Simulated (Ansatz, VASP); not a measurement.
## One calculation of Sb, two programs

The input INCAR:

```
SYSTEM = Sb
  ALGO = Fast
  EDIFF = 1E-6
  EDIFFG = -0.01
  ENCUT = 600
  GGA = PS
  IBRION = 2
  ISIF = 3
  ISMEAR = 0
  LASPH = .True.
  LCHARG = .False.
  LREAL = .False.
  LWAVE = .False.
  NELM = 80
  NSW = 100
  PREC = Accurate
  SIGMA = 0.1
```

File KPOINTS:

```
k-points
0
Gamma
  12 12 8
  0 0 0
```

File POSCAR:

```
Sb
1.0
    5.1680283926      0.0000000000      0.0000000000
   -2.5840141963      4.4756438755      0.0000000000
    0.0000000000      0.0000000000      6.2331208121
Sb
4
Direct
    0.3333333333      0.6666666667      0.4914010741
    0.6666666667      0.3333333333      0.9914010741
    0.6666666667      0.3333333333      0.5085989259
    0.3333333333      0.6666666667      0.0085989259
```

Input for Ansatz:

```yaml
crystal:
  lattice:
    - [5.1680283926, 0.0, 0.0]
    - [-2.5840141963, 4.4756438755, 0.0]
    - [0.0, 0.0, 6.2331208121]
  atoms:
    - { symbol: Sb, position: [0.3333333333, 0.6666666667, 0.4914010741] }
    - { symbol: Sb, position: [0.6666666667, 0.3333333333, 0.9914010741] }
    - { symbol: Sb, position: [0.6666666667, 0.3333333333, 0.5085989259] }
    - { symbol: Sb, position: [0.3333333333, 0.6666666667, 0.0085989259] }
basis:
  ecutwfc: 420
kpoints:
  mp_grid: { grid: [12, 12, 8] }
hamiltonian:
  xc: pbesol
scf:
  occupations: { method: gaussian, width: 0.1 }
output:
  forces: true
  stress: true
  eigenvalues: true
relax:
  adjacent_minimum: "off"
  f_tol: 0.01
  max_steps: 80
  cell: { stress_tol: 0.05 }
```

Alike in both runs: task relaxation of cell and atoms; functional PBEsol; k mesh 12 × 12 × 8; occupations gaussian, width 0.1 eV; no spin polarisation.

|  | VASP | Ansatz |
| --- | --- | --- |
| version | VASP 6.6.1 | Ansatz 0.2.0 |
| potentials or method | VASP PAW PBE potentials, release 64 (Sb), cutoff 600 eV | scalar-relativistic, plane waves, PAW |
| valence electrons in the cell | 20 | 60 |

VASP gave:

```
gap on the k mesh at the Fermi level, each at its own relaxed structure (eV) : none
relaxed volume (Å³/atom)                                                     : 36.90
relaxed length of the cell vector where the two differ most in proportion (Å)              : 6.327
```

Which values does Ansatz return?

gap on the k mesh at the Fermi level, each at its own relaxed structure (eV): none; relaxed volume (Å³/atom): 36.87; relaxed length of the cell vector where the two differ most in proportion (Å): 6.335.

VASP's potentials were made for PBE, not for PBEsol. A gap of «none» marks a metal or a gap that the smearing closes. VASP's potentials hold 20 valence electrons a cell and Ansatz's 60, so a difference there can come from the potentials and not from the codes.

Neither program's run includes spin-orbit coupling.
